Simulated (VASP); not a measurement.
MgB2, 3 atoms in the cell. The structure is hexagonal, space group P6/mmm (No. 191). Conventional cell: a = 3.044 Å, b = 3.044 Å, c = 3.428 Å, α = 90.00°, β = 90.00°, γ = 120.00°. Mg (site symmetry 6/mmm) has 12 B at 2.45 Å and 6 Mg at 3.04 Å within 3.2 Å. Within 2.3 Å of B (site symmetry -6m2) lie 3 B at 1.76 Å. 

* Program: VASP 6.6.1
* Task: single point
* Functional: PBEsol
* Potentials or basis: VASP PAW PBE potentials, release 64 (Mg, B)
* Cutoff: 520 eV
* k mesh: 10 × 10 × 8
* Occupations: fermi-dirac, width 0.05 eV
* Spin: no spin polarisation
* Dipole correction: no
* Further INCAR settings: ALGO = Normal; EDIFF = 1e-07; NBANDS = 11

Potentials or basis: VASP PAW PBE potentials, release 64 (Mg, B).

The run is started by

```sh
$ cat potpaw_PBE.64/Mg/POTCAR potpaw_PBE.64/B/POTCAR > POTCAR
$ mpirun -np 1 vasp_std > vasp.out
```

Hardware: 1 thread of AMD EPYC 7R13, with other jobs on the host.

Problem. Estimate the wall time of this run.

Solution. Run time: 46 s on 1 thread of AMD EPYC 7R13, on a shared host, peak memory 0.13 GiB. Counts: scf iterations 13, k points 70.
